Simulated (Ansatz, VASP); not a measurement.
# One calculation of GaP, two programs

```xyz
2
Lattice="0.0000 2.7532 2.7254 2.7254 0.0000 2.7254 2.7254 2.7532 0.0000" Properties=species:S:1:pos:R:3 pbc="T T T"
Ga    0.0000    0.0000    0.0000
P     1.3627    1.3766    1.3627
```

Change from the starting cell: uniaxial_y strain +1.0%.

Alike in both runs: task single point; functional HSE06; k mesh 6 × 6 × 6; no spin polarisation.

|  | VASP | Ansatz |
| --- | --- | --- |
| version | VASP 6.6.1 | Ansatz 0.2.0 |
| potentials or method | VASP PAW PBE potentials, release 64 (Ga_d, P) | plane waves, PAW |
| plane-wave cutoff (eV) | 520 | 420 |
| occupations | gaussian, width 0.01 eV | fixed |
| valence electrons in the cell | 18 | 18 |

VASP gave:

```
gap on the k mesh at the Fermi level (eV)                     : 2.27
pressure (GPa)                                                : -0.3
traceless stress, the component that is largest in VASP (GPa) : -0.56
```

Task: Estimate Ansatz's values.

Result: gap on the k mesh at the Fermi level (eV): 2.27; pressure (GPa): -0.2; traceless stress, the component that is largest in VASP (GPa): -0.56.

Ansatz's warnings: stress exchange threshold loose, stress scf threshold loose.
